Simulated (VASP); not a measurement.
Here is a VASP 6.6.1 calculation.

The input INCAR:

```
SYSTEM = Li2Pd
PREC = Accurate
ENCUT = 520
EDIFF = 1E-8
ISMEAR = -1
SIGMA = 0.08
LREAL = .False.
LASPH = .True.
NELM = 80
ALGO = Normal
ISIF = 2
LWAVE = .False.
LCHARG = .False.
LEFG = .True.
NBANDS = 15
```

The input KPOINTS:

```
regular mesh
0
Gamma
  11 11 15
  0 0 0
```

File POSCAR:

```
Li2Pd
1.0
    4.2823210390      0.0000000000      0.0000000000
   -2.1411605195      3.7085988069      0.0000000000
    0.0000000000      0.0000000000      2.7678501753
Li Pd
2 1
Direct
    0.3333333333      0.6666666667      0.5000000000
    0.6666666667      0.3333333333      0.5000000000
    0.0000000000      0.0000000000      0.0000000000
```

Potentials or basis: VASP PAW LDA potentials, release 64 (Li_sv, Pd).

Launch:

```console
$ cat potpaw_LDA.64/Li_sv/POTCAR potpaw_LDA.64/Pd/POTCAR > POTCAR
$ mpirun -np 1 vasp_std > vasp.out
```

Q: Estimate the band gap on the k mesh.

A: Zero (band 8 reaches 5.25 eV, above the bottom of band 9 at 2.98 eV).

Electric field gradients, principal values (V/Å²):
| atom | least | middle | greatest (by size) |
| --- | --- | --- | --- |
| 1 Li | -0.026 | -0.027 | 0.053 |
| 2 Li | -0.026 | -0.027 | 0.053 |
| 3 Pd | 36.144 | 36.146 | -72.290 |

Caveat: without QUAD_EFG the Cq values of the log hold for a quadrupole moment of 1 mb, not for the nuclei.
